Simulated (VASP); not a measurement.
Crystal: K4Ru.

```xyz
5
Lattice="5.6700 0.0000 0.0000 0.0000 5.6700 0.0000 0.0000 0.0000 5.6700" Properties=species:S:1:pos:R:3 pbc="T T T"
K     2.8350    0.0000    0.0000
K     0.0000    2.8350    0.0000
K     0.0000    0.0000    2.8350
K     2.8350    2.8350    2.8350
Ru    0.0000    0.0000    0.0000
```

The cell was built from a structure type or drawn by symmetry, and may not be a known phase.

| Property | Result |
| --- | --- |
| Program | VASP 6.6.1 |
| Task | relaxation of cell and atoms |
| Functional | PBE |
| Potentials or basis | VASP PAW PBE potentials, release 64 (K_sv, Ru_sv) |
| Cutoff | 600 eV |
| k mesh | 4 × 4 × 4 |
| Occupations | gaussian, width 0.1 eV |
| Spin | no spin polarisation |

At the start: pressure 4.0 GPa; volume 36.46 Å³/atom.

Question: Where does the relaxation end?

Answer: Over 4 steps the energy falls by 136.2 meV/atom and the volume is 50.05 Å³/atom (+37.3 %); space group Pm-3m (No. 221, to 0.1 Å) before and after.

Step by step:
```
step  energy change (eV)  largest force (eV/Å)  pressure (GPa)  volume (Å³)
   1              0.0000                0.0000            4.04       182.29
   2             -0.4539                0.0000            1.90       207.63
   3             -0.6657                0.0000            0.40       239.50
   4             -0.6810                0.0000            0.07       250.27
```

Final structure:
```cif
data_structure
_symmetry_space_group_name_H-M 'P 1'
_symmetry_Int_Tables_number 1
_cell_length_a 6.3019
_cell_length_b 6.3019
_cell_length_c 6.3019
_cell_angle_alpha 90.000
_cell_angle_beta 90.000
_cell_angle_gamma 90.000
_cell_volume 250.27
loop_
_atom_site_label
_atom_site_type_symbol
_atom_site_fract_x
_atom_site_fract_y
_atom_site_fract_z
_atom_site_occupancy
K1 K 0.50000 0.00000 0.00000 1
K2 K 0.00000 0.50000 0.00000 1
K3 K 0.00000 0.00000 0.50000 1
K4 K 0.50000 0.50000 0.50000 1
Ru1 Ru 0.00000 0.00000 0.00000 1
```

Caveat: the volume moved by over 15 % at a fixed basis, so the end points are rough.
